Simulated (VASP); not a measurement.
# InAs (F-43m) in VASP: vibrations by perturbation theory with LDA

Aim: the vibrations by perturbation theory of InAs with LDA.

Program: VASP 6.6.1. These are calculated values, not measurements. Logs are shortened: lines on timing, memory, paths and dates and some standing lists are left out, and cuts for length are marked.

### Step 1. The cell of the first run

The structure is cubic, space group F-43m (No. 216). The conventional cell has a = 6.026 Å, b = 6.026 Å, c = 6.026 Å, α = 90.00°, β = 90.00°, γ = 90.00°. Within 3.4 Å of In (site symmetry -43m) lie 4 As at 2.61 Å. As (site symmetry -43m) has 4 In at 2.61 Å within 3.4 Å.

### Step 2. Vibrations by perturbation theory, LDA

The input, INCAR:

```
SYSTEM = InAs
ALGO     = Normal         ! electronic algorithm
EDIFF    = 1E-8           ! SCF threshold, eV
ENCUT    = 520            ! plane-wave cutoff, eV
IBRION   = 8              ! ionic algorithm
ISIF     = 2              ! what is computed and relaxed
ISMEAR   = -1             ! smearing method
LASPH    = .True.         ! aspherical terms in the spheres
LCHARG   = .False.        ! write CHGCAR
LREAL    = .False.        ! projectors in reciprocal space
LWAVE    = .False.        ! write WAVECAR
NBANDS   = 16             ! bands
NELM     = 60             ! most SCF steps
NSW      = 1              ! ionic steps
PREC     = Accurate       ! precision mode
SIGMA    = 0.15           ! smearing width, eV
```

The input, KPOINTS:

```
k-points
0
Gamma
  12 12 12
  0 0 0
```

The input, POSCAR:

```
InAs
1.0
    0.0000000000      3.0130238431      3.0130238431
    3.0130238431      0.0000000000      3.0130238431
    3.0130238431      3.0130238431      0.0000000000
In As
1 1
Direct
    0.2500000000      0.2500000000      0.2500000000
    0.0000000000      0.0000000000      0.0000000000
```

Potentials or basis: VASP PAW LDA potentials, release 64 (In_d, As).

Launch:

```bash
cat potpaw_LDA.64/In_d/POTCAR potpaw_LDA.64/As/POTCAR > POTCAR
mpirun -np 1 vasp_std > vasp.out
```

OUTCAR:

```text
SYSTEM = InAs
   EDIFF = 1E-8
   ENCUT = 520
   IBRION = 8
   ISIF = 2
   ISMEAR = -1
   LASPH = .True.
   LREAL = .False.
   NELM = 60
   NSW = 1
   PREC = Accurate

 ion  position               nearest neighbor table
   1  0.250  0.250  0.250-   2 2.61   2 2.61   2 2.61   2 2.61
   2  0.000  0.000  0.000-   1 2.61   1 2.61   1 2.61   1 2.61

  LATTYP: Found a face centered cubic cell.
 ALAT       =     6.0260476862

  Lattice vectors:

 A1 = (   0.0000000000,   3.0130238431,   3.0130238431)
 A2 = (   3.0130238431,   0.0000000000,   3.0130238431)
 A3 = (   3.0130238431,   3.0130238431,   0.0000000000)

Analysis of symmetry for initial positions (statically):
=====================================================================
 Subroutine PRICEL returns:
 Original cell was already a primitive cell.

 Routine SETGRP: Setting up the symmetry group for a
 face centered cubic supercell.

 Subroutine GETGRP returns: Found 24 space group operations
 (whereof 24 operations were pure point group operations)
 out of a pool of 48 trial point group operations.

The static configuration has the point symmetry T_d .

Analysis of symmetry for dynamics (positions and initial velocities):
=====================================================================
 Subroutine PRICEL returns:
 Original cell was already a primitive cell.

 Routine SETGRP: Setting up the symmetry group for a
 face centered cubic supercell.

 Subroutine GETGRP returns: Found 24 space group operations
 (whereof 24 operations were pure point group operations)
 out of a pool of 48 trial point group operations.

The dynamic configuration has the point symmetry T_d .

 Subroutine INISYM returns: Found 24 space group operations
 (whereof 24 operations are pure point group operations),
 and found     1 'primitive' translations

----------------------------------------------------------------------------------------

                                     Primitive cell

  volume of cell :      54.7063

  direct lattice vectors                    reciprocal lattice vectors
     0.000000000  3.013023843  3.013023843    -0.165946247  0.165946247  0.165946247
     3.013023843  0.000000000  3.013023843     0.165946247 -0.165946247  0.165946247
     3.013023843  3.013023843  0.000000000     0.165946247  0.165946247 -0.165946247

  length of vectors
     4.261059183  4.261059183  4.261059183     0.287427332  0.287427332  0.287427332

  position of ions in fractional coordinates (direct lattice)
     0.250000000  0.250000000  0.250000000
     0.000000000  0.000000000  0.000000000

  ion indices of the primitive-cell ions
   primitive index   ion index
                 1           1
                 2           2

----------------------------------------------------------------------------------------

 KPOINTS: k-points

Automatic generation of k-mesh.
 Grid dimensions read from file:
 generate k-points for:   12   12   12

 Generating k-lattice:

  Cartesian coordinates                     Fractional coordinates (reciprocal lattice)
    -0.013828854  0.013828854  0.013828854     0.083333333  0.000000000  0.000000000
     0.013828854 -0.013828854  0.013828854     0.000000000  0.083333333  0.000000000
     0.013828854  0.013828854 -0.013828854     0.000000000  0.000000000  0.083333333

  Length of vectors
     0.023952278  0.023952278  0.023952278

  Shift w.r.t. Gamma in fractional coordinates (k-lattice)
     0.000000000  0.000000000  0.000000000

 Subroutine IBZKPT returns following result:
 ===========================================

 Found     72 irreducible k-points:

 Following reciprocal coordinates:
            Coordinates               Weight
  0.000000  0.000000  0.000000      1.000000
  0.083333  0.000000  0.000000      8.000000
  0.166667  0.000000  0.000000      8.000000
  0.250000  0.000000  0.000000      8.000000
  0.333333  0.000000  0.000000      8.000000
  0.416667  0.000000  0.000000      8.000000
[... 16 lines left out ...]
  0.500000  0.166667  0.000000     24.000000
 -0.416667  0.166667  0.000000     24.000000
 [... further k-points ...]
   k-points           NKPTS =     72   k-points in BZ     NKDIM =     72   number of bands    NBANDS=     16
   number of dos      NEDOS =    301   number of ions     NIONS =      2
   total plane-waves  NPLWV =  32768
   dimension x,y,z NGX =    32 NGY =   32 NGZ =   32
   dimension x,y,z NGXF=    64 NGYF=   64 NGZF=   64
   ions per type =               1   1
   NGX,Y,Z   is equivalent  to a cutoff of  12.48, 12.48, 12.48 a.u.
   NGXF,Y,Z  is equivalent  to a cutoff of  24.97, 24.97, 24.97 a.u.
 SYSTEM =  InAs
   PREC   = accura    normal or accurate (medium, high low for compatibility)
   ISTART =      0    job   : 0-new  1-cont  2-samecut
   ICHARG =      2    charge: 1-file 2-atom 10-const
   ISPIN  =      1    spin polarized calculation?
   LNONCOLLINEAR =      F non collinear calculations
   LSORBIT =      F    spin-orbit coupling
   LASPH  =      T    aspherical Exc in radial PAW
   ENCUT  =  520.0 eV  38.22 Ry    6.18 a.u.   7.92  7.92  7.92*2*pi/ulx,y,z
   NELM   =     60;   NELMIN=  2; NELMDL= -5     # of ELM steps
   EDIFF  = 0.1E-07   stopping-criterion for ELM
   LREAL  =      F    real-space projection
   EDIFFG = 0.1E-06   stopping-criterion for IOM
   NSW    =      1    number of steps for IOM
   IBRION =      8    ionic relax: 0-MD 1-quasi-New 2-CG
   NFREE  =      0    steps in history (QN), initial steepest desc. (CG)
   ISIF   =      2    stress and relaxation
   ISYM   =      2    0-nonsym 1-usesym 2-fastsym
   POTIM  = 0.5000    time-step for ionic-motion
   TEBEG  =    0.0;   TEEND  =   0.0 temperature during run
   PSTRESS=    0.0 pullay stress
   NELECT =      18.0000    total number of electrons
   NUPDOWN=      -1.0000    fix difference up-down
   EMIN   =  10.00;   EMAX   =-10.00  energy-range for DOS
   EFERMI =   0.00;   METHOD = LEGACY
   ISMEAR =    -1;   SIGMA  =   0.15  broadening in eV -4-tet -1-fermi 0-gaus
   EFERMI_NEDOS =   21; number of points for ismear=-14 and -15
   IALGO  =     38    algorithm
   IMIX   =      4    mixing-type and parameters
     AMIX     =   0.40;   BMIX     =  1.00
     AMIX_MAG =   1.60;   BMIX_MAG =  1.00
  volume/ion in A,a.u.               =      27.35       184.59
  Fermi-wavevector in a.u.,A,eV,Ry     =   1.130194  2.135757 17.379253  1.277339
  Thomas-Fermi vector in A             =   2.266890
   LORBIT       =      0    0 simple, 1 ext, 2 COOP (PROOUT), +10 PAW based schemes
   GGA     = CA    functional components
   LHFCALC =     F    Hartree Fock is set to
   AEXX    =    0.0000 exact exchange contribution
   IVDW    =     0    specifies the selected vdW correction
   LEPSILON=     F    determine dielectric tensor
   LRPA    =     F    only Hartree local field effects (RPA)
 non-spin polarized calculation
  energy-cutoff  :      520.00
  volume of cell :       54.71
 maximum number of plane-waves:      1488
   NGX = 15   NGY = 15   NGZ = 15

--------------------------------------- Ionic step        1  -------------------------------------------

 number of electron      17.9999992 magnetization

 Free energy of the ion-electron system (eV)
  ---------------------------------------------------
  ext. energy  EPLUGINS =         0.00000000
  ---------------------------------------------------
  free energy    TOTEN  =        -9.03082864 eV

  energy without entropy =       -9.02747114  energy(sigma->0) =       -9.02914989

 E-fermi :   4.8111     XC(G=0):  -9.4571

 val. band max:        4.4439329418   @ k =   0.0000   0.0000   0.0000
 cond. band min:       5.1872414062   @ k =   0.0833   0.0000   0.0000
 fundamental gap:      0.7433084644
 Fermi energy:         4.8111178588

 k-point     1 :       0.0000    0.0000    0.0000
  band No.  band energies     occupation
      1      -9.9337      2.00000
      2      -9.9337      2.00000
      3      -9.9337      2.00000
      4      -9.8007      2.00000
      5      -9.8007      2.00000
      6      -7.5383      2.00000
[... 433 lines left out ...]
      3      -9.8876      2.00000
      4      -9.8003      2.00000
      5      -9.7944      2.00000
      6      -5.8711      2.00000
[... 8 lines left out ...]
     15      14.1233      0.00000
     16      14.4979      0.00000

 [... further k-points ...]

------------------------ aborting loop because EDIFF is reached ----------------------------------------

  FORCE on cell =-STRESS in cart. coord.  units (eV):
  Direction    XX          YY          ZZ          XY          YZ          ZX
  --------------------------------------------------------------------------------------
  -------------------------------------------------------------------------------------
  Total        0.0572065      0.0572065      0.0572065     -0.0000000      0.0000000     -0.0000000
  in kB        1.6753983      1.6753983      1.6753983     -0.0000000      0.0000000     -0.0000000
  external PRESSURE =       1.6753983 kB  Pullay stress =       0.0000000 kB

 VOLUME and BASIS-vectors are now :
 -----------------------------------------------------------------------------
  energy-cutoff  :      520.00
  volume of cell :       54.71
      direct lattice vectors                 reciprocal lattice vectors
     0.000000000  3.013023843  3.013023843    -0.165946247  0.165946247  0.165946247
     3.013023843  0.000000000  3.013023843     0.165946247 -0.165946247  0.165946247
     3.013023843  3.013023843  0.000000000     0.165946247  0.165946247 -0.165946247

 POSITION                                       TOTAL-FORCE (eV/Angst)
 -----------------------------------------------------------------------------------
      1.50651      1.50651      1.50651         0.000000      0.000000      0.000000
      0.00000      0.00000      0.00000        -0.000000     -0.000000     -0.000000
 -----------------------------------------------------------------------------------
    total drift:                                0.000000      0.000000      0.000000

  FREE ENERGIE OF THE ION-ELECTRON SYSTEM (eV)
  ---------------------------------------------------
  free  energy   TOTEN  =        -9.0308286352 eV

  energy  without entropy=       -9.0274711442  energy(sigma->0) =       -9.02914989

[... ionic steps 2 to 3 ...]

--------------------------------------- Ionic step        4  -------------------------------------------

------------------------ aborting loop because EDIFF is reached ----------------------------------------

[... ionic steps 5 to 6 ...]

--------------------------------------- Ionic step        7  -------------------------------------------

 Free energy of the ion-electron system (eV)
  ---------------------------------------------------
  ---------------------------------------------------
  free energy    TOTEN  =        -0.04615814 eV

  energy without entropy =       -0.04615814

------------------------ aborting loop because EDIFF is reached ----------------------------------------

 INTERNAL STRAIN TENSOR  FOR ION    2  DIRECTION 1   (eV/Angst):
 -----------------------------------------------------------------------------
    -0.00168  0.00000  0.00000
     0.00000  0.00189  7.82548
     0.00000  7.82548  0.00189

 INTERNAL STRAIN TENSOR FOR ION    2 for displacements in x,y,z  (eV/Angst):
          X           Y           Z          XY          YZ          ZX
  --------------------------------------------------------------------------------
  x    -0.00000     0.00000     0.00000     0.00000     7.82548     0.00000
  y     0.00000    -0.00000     0.00000     0.00000     0.00000     7.82548
  z     0.00000     0.00000    -0.00000     7.82548     0.00000     0.00000

 SECOND DERIVATIVES (NOT SYMMETRIZED)
 ------------------------------------
               1X          1Y          1Z          2X          2Y          2Z
  1X    -7.710295    0.000000    0.000000    7.710295    0.000000    0.000000
  1Y     0.000000   -7.710295    0.000000    0.000000    7.710295    0.000000
  1Z     0.000000    0.000000   -7.710295    0.000000    0.000000    7.710295
  2X     7.756023    0.000000    0.000000   -7.756023    0.000000    0.000000
  2Y     0.000000    7.756023    0.000000    0.000000   -7.756023    0.000000
  2Z     0.000000    0.000000    7.756023    0.000000    0.000000   -7.756023

 Eigenvectors and eigenvalues of the dynamical matrix
 ----------------------------------------------------

   1 f  =    6.458518 THz    40.580067 2PiTHz  215.432977 cm-1    26.710273 meV
             X         Y         Z           dx          dy          dz
      1.506512  1.506512  1.506512     0.000000    0.000000   -0.627257
      0.000000  0.000000  0.000000     0.000000    0.000000    0.778813
[... 21 lines left out ...]
   6 f/i=    0.009328 THz     0.058612 2PiTHz    0.311163 cm-1     0.038579 meV
             X         Y         Z           dx          dy          dz
      1.506512  1.506512  1.506512    -0.712588    0.314274   -0.000000
      0.000000  0.000000  0.000000    -0.573919    0.253117    0.000000

--------------------------------------------------------------------------------------------------------

 ELASTIC MODULI CONTR FROM IONIC RELAXATION (kBar)
 Direction    XX          YY          ZZ          XY          YZ          ZX
 --------------------------------------------------------------------------------
 XX          -0.0000     -0.0000     -0.0000      0.0000     -0.0000      0.0000
 YY          -0.0000     -0.0000     -0.0000      0.0000      0.0000      0.0000
 ZZ          -0.0000     -0.0000     -0.0000      0.0000      0.0000      0.0000
 XY           0.0000      0.0000      0.0000   -228.7947      0.0000      0.0000
 YZ          -0.0000      0.0000      0.0000      0.0000   -228.7947      0.0000
 ZX           0.0000      0.0000      0.0000      0.0000      0.0000   -228.7947
 --------------------------------------------------------------------------------
```

It took 3.8 min on 1 thread of Intel Xeon 6975P-C (Granite Rapids), shared host; peak memory 0.59 GiB.

What came out:

```yaml
Highest_phonon_frequency_at_Γ_LO-TO_splitting_left_out: 215 cm⁻¹
```

Phonon frequencies in cm⁻¹ (negative: imaginary):
| q point | frequencies |
| --- | --- |
| (0.000, 0.000, 0.000) | 0 0 0 215 215 215 |

Caveat: spin-orbit coupling is left out, which moves the levels of the heavy elements.
